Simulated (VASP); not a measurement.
# AlN (Pm) in VASP: a series of runs

Runs on AlN. Level: LDA. Tasks: single point.

All numbers are computed with VASP 6.6.1; they aren't measurements. Logs are shortened: lines on timing, memory, paths and dates and some standing lists are left out, and cuts for length are marked.

### Step 1. The cell of the first run

The structure is monoclinic, space group Pm (No. 6). The conventional cell has a = 3.276 Å, b = 4.101 Å, c = 5.674 Å, α = 90.00°, β = 90.00°, γ = 90.00°. Al (site symmetry m) has 1 N at 1.41 Å within 1.9 Å. Al (site symmetry m) has 5 N at 1.89 to 2.05 Å within 2.5 Å. Within 2.5 Å of Al (site symmetry m) lie 5 N at 1.89 to 2.05 Å. Within 2.5 Å of Al (site symmetry m) lie 5 N at 1.89 to 2.05 Å and 2 Al at 2.49 Å. Within 2.5 Å of N (site symmetry m) lie 5 Al at 1.89 to 2.11 Å. Within 2.5 Å of N (site symmetry m) lie 5 Al at 1.89 to 2.05 Å. N (site symmetry m) has 5 Al at 1.89 to 2.29 Å within 2.5 Å. Within 1.9 Å of N (site symmetry m) lie 3 Al at 1.41 to 1.89 Å.

### Step 2. Single point, LDA (atom 1 (Al) moved by -0.496 Å along [1 0 0] and -0.124 Å along [1 2 0])

INCAR

```
PREC = Accurate ; ENCUT = 520
EDIFF = 1E-7 ; ISMEAR = 0
SIGMA = 0.05 ; LREAL = False
LASPH = True ; NELM = 80
ALGO = Normal ; ISIF = 2
LWAVE = False ; LCHARG = True
GGA = CA ; LELF = True
LVHAR = True ; NBANDS = 26
```

KPOINTS

```
regular mesh
0
Gamma
  8 6 4
```

POSCAR

```
AlN
1.0
   -1.6378403119      2.8368226349      0.0000000000
    0.0000000000      0.0000000000      4.1006264518
    4.9135209358      2.8368226349      0.0000000000
Al N
4 4
Direct
    0.5429263002      0.7500000000      0.0800294913
    1.0000000000      0.7500000000      0.6666666667
    0.0000000000      0.2500000000      0.3333333333
    0.5000000000      0.2500000000      0.8333333333
    0.5000000000      0.2500000000      0.1666666667
    1.0000000000      0.2500000000      0.6666666667
    0.0000000000      0.7500000000      0.3333333333
    0.5000000000      0.7500000000      0.8333333333
```

Potentials or basis: VASP PAW LDA potentials, release 64 (Al, N).

The run is started by

```sh
$ cat potpaw_LDA.64/Al/POTCAR potpaw_LDA.64/N/POTCAR > POTCAR
$ mpirun -np 1 vasp_std > vasp.out
```

OUTCAR:

```text
PREC = Accurate
   ENCUT = 520
   EDIFF = 1E-7
   ISMEAR = 0
   LREAL = False
   LASPH = True
   NELM = 80
   ISIF = 2
   GGA = CA

 ion  position               nearest neighbor table
   1  0.543  0.750  0.080-   8 1.41   7 2.08   5 2.11   5 2.11   7 2.29   4 2.49   4 2.49   2 2.78
                             3 2.92   3 2.92   2 2.94   3 3.07   3 3.07
   2  0.000  0.750  0.667-   8 1.89   8 1.89   7 1.89   6 2.05   6 2.05   1 2.78   4 2.79   4 2.79
                             4 2.79   4 2.79   3 2.79   3 2.79   1 2.94
   3  0.000  0.250  0.333-   5 1.89   5 1.89   6 1.89   7 2.05   7 2.05   2 2.79   2 2.79   1 2.92
                             1 2.92   1 3.07   1 3.07   4 3.28   4 3.28   4 3.28   4 3.28
   4  0.500  0.250  0.833-   6 1.89   6 1.89   5 1.89   8 2.05   8 2.05   1 2.49   1 2.49   2 2.79
                             2 2.79   2 2.79   2 2.79   3 3.28   3 3.28   3 3.28   3 3.28
   5  0.500  0.250  0.167-   3 1.89   3 1.89   4 1.89   1 2.11   1 2.11
   6  0.000  0.250  0.667-   4 1.89   4 1.89   3 1.89   2 2.05   2 2.05
   7  0.000  0.750  0.333-   2 1.89   3 2.05   3 2.05   1 2.08   1 2.29
   8  0.500  0.750  0.833-   1 1.41   2 1.89   2 1.89   4 2.05   4 2.05

  LATTYP: Found a simple orthorhombic cell.
 ALAT       =     3.2756806238
 B/A-ratio  =     1.2518395176
 C/A-ratio  =     1.7320508076

  Lattice vectors:

 A1 = (  -1.6378403119,   2.8368226349,   0.0000000000)
 A2 = (   0.0000000000,   0.0000000000,   4.1006264518)
 A3 = (   4.9135209358,   2.8368226349,   0.0000000000)

Analysis of symmetry for initial positions (statically):
=====================================================================
 Subroutine PRICEL returns:
 Original cell was already a primitive cell.

 Routine SETGRP: Setting up the symmetry group for a
 simple orthorhombic supercell.

 Subroutine GETGRP returns: Found  2 space group operations
 (whereof  1 operations were pure point group operations)
 out of a pool of  8 trial point group operations.

The static configuration has the point symmetry C_1 .
 The point group associated with its full space group is C_1h.

Analysis of symmetry for dynamics (positions and initial velocities):
=====================================================================
 Subroutine PRICEL returns:
 Original cell was already a primitive cell.

 Routine SETGRP: Setting up the symmetry group for a
 simple orthorhombic supercell.
[... 116 lines left out ...]
   ENCUT  =  520.0 eV  38.22 Ry    6.18 a.u.   6.09  7.62 10.55*2*pi/ulx,y,z
   NELM   =     80;   NELMIN=  2; NELMDL= -5     # of ELM steps
   EDIFF  = 0.1E-06   stopping-criterion for ELM
   LREAL  =      F    real-space projection
   EDIFFG = 0.1E-05   stopping-criterion for IOM
   NSW    =      0    number of steps for IOM
   IBRION =     -1    ionic relax: 0-MD 1-quasi-New 2-CG
   NFREE  =      0    steps in history (QN), initial steepest desc. (CG)
   ISIF   =      2    stress and relaxation
   ISYM   =      2    0-nonsym 1-usesym 2-fastsym
   POTIM  = 0.5000    time-step for ionic-motion
   TEBEG  =    0.0;   TEEND  =   0.0 temperature during run
   PSTRESS=    0.0 pullay stress
   NELECT =      32.0000    total number of electrons
   NUPDOWN=      -1.0000    fix difference up-down
   EMIN   =  10.00;   EMAX   =-10.00  energy-range for DOS
   EFERMI =   0.00;   METHOD = LEGACY
   ISMEAR =     0;   SIGMA  =   0.05  broadening in eV -4-tet -1-fermi 0-gaus
   EFERMI_NEDOS =   21; number of points for ismear=-14 and -15
   IALGO  =     38    algorithm
   IMIX   =      4    mixing-type and parameters
     AMIX     =   0.40;   BMIX     =  1.00
     AMIX_MAG =   1.60;   BMIX_MAG =  1.00
  volume/ion in A,a.u.               =       9.53        64.29
  Fermi-wavevector in a.u.,A,eV,Ry     =   1.225896  2.316607 20.447110  1.502820
  Thomas-Fermi vector in A             =   2.360917
   LORBIT       =      0    0 simple, 1 ext, 2 COOP (PROOUT), +10 PAW based schemes
   GGA     = CA    functional components
   LHFCALC =     F    Hartree Fock is set to
   AEXX    =    0.0000 exact exchange contribution
   IVDW    =     0    specifies the selected vdW correction
   LEPSILON=     F    determine dielectric tensor
   LRPA    =     F    only Hartree local field effects (RPA)
 non-spin polarized calculation
 Gauss-broadening in eV      SIGMA  =   0.05
  energy-cutoff  :      520.00
  volume of cell :       76.21
 maximum number of plane-waves:      2088
   NGX = 13   NGY = 15   NGZ = 21

 number of electron      32.0000003 magnetization

 Free energy of the ion-electron system (eV)
  ---------------------------------------------------
  ext. energy  EPLUGINS =         0.00000000
  ---------------------------------------------------
  free energy    TOTEN  =       -59.95431171 eV

  energy without entropy =      -59.95431171  energy(sigma->0) =      -59.95431171

 E-fermi :   8.7157     XC(G=0): -11.6630

 val. band max:        8.4196489396   @ k =  -0.0000   0.0000   0.5000
 cond. band min:      10.6040606317   @ k =   0.0000   0.0000   0.0000
 fundamental gap:      2.1844116922
 Fermi energy:         8.7156849462

 k-point     1 :       0.0000    0.0000    0.0000
  band No.  band energies     occupation
      1      -9.5033      2.00000
      2      -6.5859      2.00000
      3      -6.2365      2.00000
      4      -4.1023      2.00000
      5       0.3682      2.00000
      6       1.4999      2.00000
[... 685 lines left out ...]
     25      17.8945      0.00000
     26      18.2608      0.00000

 [... further k-points ...]
[... 5 lines left out ...]
  --------------------------------------------------------------------------------------
  -------------------------------------------------------------------------------------
  Total       17.9574535      8.8191383      0.7603526     13.6015537      0.0000000      0.0000000
  in kB      377.5212419    185.4055773     15.9849651    285.9467478      0.0000000      0.0000000
  external PRESSURE =     192.9705948 kB  Pullay stress =       0.0000000 kB

 VOLUME and BASIS-vectors are now :
 -----------------------------------------------------------------------------
  energy-cutoff  :      520.00
  volume of cell :       76.21
      direct lattice vectors                 reciprocal lattice vectors
    -1.637840312  2.836822635  0.000000000    -0.152640033  0.264380293  0.000000000
     0.000000000  0.000000000  4.100626452     0.000000000  0.000000000  0.243865178
     4.913520936  2.836822635  0.000000000     0.152640033  0.088126764  0.000000000

 POSITION                                       TOTAL-FORCE (eV/Angst)
 -----------------------------------------------------------------------------------
     -0.49600      1.76722      3.07547        23.359545     15.123534      0.000000
      3.27568      1.89122      3.07547        -2.574883     -1.339858      0.000000
      1.63784      0.94561      1.02516        -0.615072     -0.178612      0.000000
      3.27568      3.78243      1.02516        -0.395571     -0.502597      0.000000
      0.00000      1.89122      1.02516        -2.279483     -0.892488      0.000000
      3.27568      1.89122      1.02516         1.053992      0.625601      0.000000
      1.63784      0.94561      3.07547        -1.259128     -0.768706      0.000000
      3.27568      3.78243      3.07547       -17.289400    -12.066875      0.000000
 -----------------------------------------------------------------------------------
    total drift:                                0.000407      0.000191     -0.000000

  FREE ENERGIE OF THE ION-ELECTRON SYSTEM (eV)
  ---------------------------------------------------
  free  energy   TOTEN  =       -59.9543117112 eV

  energy  without entropy=      -59.9543117112  energy(sigma->0) =      -59.95431171
```

OSZICAR:

```text
N       E                     dE             d eps       ncg     rms          rms(c)
DAV:   1     0.110132864348E+03    0.11013E+03   -0.15061E+04  3752   0.112E+03
DAV:   2    -0.623652835703E+02   -0.17250E+03   -0.16059E+03  4966   0.225E+02
DAV:   3    -0.711529913873E+02   -0.87877E+01   -0.87323E+01  5052   0.525E+01
DAV:   4    -0.712235035290E+02   -0.70512E-01   -0.70458E-01  4568   0.534E+00
DAV:   5    -0.712243847012E+02   -0.88117E-03   -0.88090E-03  5012   0.585E-01    0.184E+01
DAV:   6    -0.602936186636E+02    0.10931E+02   -0.32208E+01  4614   0.309E+01    0.694E+00
DAV:   7    -0.600909603761E+02    0.20266E+00   -0.17679E+00  4850   0.697E+00    0.399E+00
DAV:   8    -0.599733300055E+02    0.11763E+00   -0.11651E-01  4628   0.231E+00    0.130E+00
DAV:   9    -0.599545065558E+02    0.18823E-01   -0.22274E-02  4950   0.994E-01    0.328E-01
DAV:  10    -0.599544329252E+02    0.73631E-04   -0.41154E-03  4516   0.420E-01    0.195E-01
DAV:  11    -0.599543117496E+02    0.12118E-03   -0.53252E-04  4730   0.172E-01    0.836E-02
DAV:  12    -0.599543155115E+02   -0.37619E-05   -0.16225E-04  4608   0.772E-02    0.241E-02
DAV:  13    -0.599543116540E+02    0.38575E-05   -0.12672E-05  4860   0.277E-02    0.991E-03
DAV:  14    -0.599543117556E+02   -0.10158E-06   -0.31962E-06  4322   0.987E-03    0.394E-03
DAV:  15    -0.599543117112E+02    0.44404E-07   -0.37246E-07  4418   0.410E-03
   1 F= -.59954312E+02 E0= -.59954312E+02  d E =-.877249E-19
```

stdout:

```text
POSCAR found type information on POSCAR AlN
 POSCAR found :  2 types and       8 ions
 scaLAPACK will be used
 LDA part: xc-table for (Slater(with rela. corr.)+CA(PZ))
 , standard interpolation
 POSCAR, INCAR and KPOINTS ok, starting setup
 FFT: planning ... GRIDC
 FFT: planning ... GRID_SOFT
 FFT: planning ... GRID
 WAVECAR not read
 entering main loop
```

It took 4.6 min on 1 thread of AMD EPYC 7R13, shared host; peak memory 0.19 GiB.

What came out:

```
Free energy            : -59.9543 eV
Pressure               : 19.3 GPa
Largest force          : 27.828 eV/Å
Band gap on the k mesh : 2.18 eV, indirect (least direct gap 2.25 eV)
```

Forces on the atoms (eV/Å):
```
Al   23.360  15.124   0.000
Al   -2.575  -1.340   0.000
Al   -0.615  -0.179   0.000
Al   -0.396  -0.503   0.000
N    -2.279  -0.892   0.000
N     1.054   0.626   0.000
N    -1.259  -0.769   0.000
N   -17.289 -12.067   0.000
```

Caveat: the cell differs from its parent crystal (atom 1 (Al) moved by -0.496 Å along [1 0 0] and -0.124 Å along [1 2 0]); forces of over 1 eV/Å act on the atoms, so gaps and moduli don't describe the material at rest. A k mesh can miss the band edges.

### Step 3. Single point, LDA (atom 1 (Al) moved by -0.372 Å along [1 0 0] and +0.496 Å along [1 2 0])

INCAR

```
SYSTEM = AlN
ALGO = Normal ; EDIFF = 1E-6
ENCUT = 520 ; GGA = CA
ISIF = 2 ; ISMEAR = 0
LASPH = .True. ; LCHARG = .False.
LREAL = .False. ; LWAVE = .False.
NBANDS = 26 ; NELM = 80
PREC = Accurate ; SIGMA = 0.05
```

KPOINTS

```
k-points
0
Gamma
  8 6 4
  0 0 0
```

Changes to POSCAR since step 2:

```diff
@@ -8,3 +8,3 @@
 Direct
-    0.5429263002      0.7500000000      0.0800294913
+    0.6879147179      0.7500000000      0.1535954494
     1.0000000000      0.7500000000      0.6666666667
```

Potentials or basis: VASP PAW LDA potentials, release 64 (Al, N).

The run is started by

```sh
$ cat potpaw_LDA.64/Al/POTCAR potpaw_LDA.64/N/POTCAR > POTCAR
$ mpirun -np 1 vasp_std > vasp.out
```

Run time: 4.1 min. Hardware: 1 thread of AMD EPYC 7R13, shared host; peak memory 0.19 GiB.

The run converged. Its results:

- Free energy: -61.0695 eV
- Pressure: 17.0 GPa
- Largest force: 19.653 eV/Å
- Band gap on the k mesh: 2.91 eV, direct

Forces on the atoms (eV/Å):
```
Al   -2.311 -19.517   0.000
Al   -0.879  -0.160   0.000
Al   -0.079   1.273   0.000
Al    0.282  -0.265   0.000
N    -1.038   1.080   0.000
N     0.030   0.052   0.000
N     4.187  16.730   0.000
N    -0.191   0.808   0.000
```

Stress tensor (GPa, compression positive):
```
 2.27 15.47  0.00
15.47 47.15  0.00
 0.00  0.00  1.65
```

Levels at points of the mesh, in eV from the valence-band top:
```tsv
k point	band 12	band 13	band 14	band 15	band 16	band 17	band 18	band 19	band 20	band 21
(0.00, 0.00, 0.00)	-2.96	-1.82	-1.52	-1.11	0.00	2.91	3.85	4.42	6.70	6.84
(0.50, 0.00, 0.00)	-3.45	-3.14	-2.34	-2.31	-1.89	4.87	5.08	6.14	6.33	7.50
(0.00, 0.50, 0.00)	-2.53	-2.45	-1.96	-1.76	-1.67	4.47	4.78	5.85	5.87	8.14
(0.50, 0.50, 0.00)	-4.27	-1.27	-1.24	-1.04	-0.57	4.96	5.69	6.48	6.68	8.74
(0.00, 0.00, 0.50)	-3.08	-1.53	-1.33	-1.01	-0.98	3.88	4.97	5.77	6.20	7.56
(0.50, 0.00, 0.50)	-3.77	-3.37	-2.52	-1.70	-1.10	3.41	4.12	6.41	7.16	7.45
(0.00, 0.50, 0.50)	-2.30	-2.11	-1.91	-1.90	-1.61	4.33	4.82	5.47	6.13	8.20
(0.50, 0.50, 0.50)	-2.90	-2.03	-1.88	-1.80	-1.28	4.29	4.65	5.39	5.69	9.01
```

Caveat: the cell differs from its parent crystal (atom 1 (Al) moved by -0.372 Å along [1 0 0] and +0.496 Å along [1 2 0]); forces of over 1 eV/Å act on the atoms, so gaps and moduli don't describe the material at rest. A k mesh can miss the band edges.

### Step 4. Single point, LDA (atom 1 (Al) moved by +0.372 Å along [1 0 0] and +0.496 Å along [1 2 0])

INCAR

```
PREC = Accurate
ENCUT = 520
EDIFF = 1E-6
ISMEAR = 0
SIGMA = 0.05
LREAL = F
LASPH = T
NELM = 80
ALGO = Normal
ISIF = 2
LWAVE = F
LCHARG = T
GGA = CA
LELF = T
LVHAR = T
NBANDS = 26
```

KPOINTS

```
Automatic mesh
0
Gamma
  8 6 4
```

Changes to POSCAR since step 3:

```diff
@@ -8,3 +8,3 @@
 Direct
-    0.6879147179      0.7500000000      0.1535954494
+    0.5743505330      0.7500000000      0.2671596343
     1.0000000000      0.7500000000      0.6666666667
```

The run is started by

```sh
$ cat potpaw_LDA.64/Al/POTCAR potpaw_LDA.64/N/POTCAR > POTCAR
$ mpirun -np 1 vasp_std > vasp.out
```

Run time: 4 min. Hardware: 1 thread of AMD EPYC 7R13, shared host; peak memory 0.19 GiB.

It converged, with:

```
Free energy            : -60.5523 eV
Pressure               : 17.6 GPa
Largest force          : 20.455 eV/Å
Band gap on the k mesh : 2.50 eV, direct
```

Forces in eV/Å, atoms in the order of the input:
```
Al    1.400 -20.407   0.000
Al    2.182   1.602   0.000
Al   -0.844   0.625   0.000
Al    0.603   0.306   0.000
N     1.789   1.587   0.000
N    -0.920  -0.524   0.000
N    -3.541  17.003   0.000
N    -0.669  -0.191   0.000
```

Stress tensor (GPa, compression positive):
```
  0.99 -15.35   0.00
-15.35  50.44   0.00
  0.00   0.00   1.41
```

Levels at points of the mesh, in eV from the valence-band top:
| k point | band 14 | band 15 | band 16 | band 17 | band 18 | band 19 |
| --- | --- | --- | --- | --- | --- | --- |
| (0.00, 0.00, 0.00) | -1.23 | -0.84 | 0.00 | 2.50 | 4.09 | 4.57 |
| (0.50, 0.00, 0.00) | -2.36 | -2.20 | -1.48 | 4.15 | 4.63 | 6.34 |
| (0.00, 0.50, 0.00) | -1.89 | -1.74 | -1.24 | 4.23 | 4.92 | 5.74 |
| (0.50, 0.50, 0.00) | -0.90 | -0.82 | -0.49 | 4.52 | 4.85 | 6.65 |
| (0.00, 0.00, 0.50) | -1.58 | -0.77 | -0.66 | 3.99 | 5.25 | 6.11 |
| (0.50, 0.00, 0.50) | -2.72 | -1.63 | -0.81 | 2.64 | 4.31 | 5.58 |
| (0.00, 0.50, 0.50) | -1.96 | -1.44 | -1.11 | 4.06 | 4.89 | 5.68 |
| (0.50, 0.50, 0.50) | -1.47 | -1.30 | -1.24 | 3.39 | 4.12 | 5.41 |

Caveat: the cell differs from its parent crystal (atom 1 (Al) moved by +0.372 Å along [1 0 0] and +0.496 Å along [1 2 0]); forces of over 1 eV/Å act on the atoms, so gaps and moduli don't describe the material at rest. A k mesh can miss the band edges.
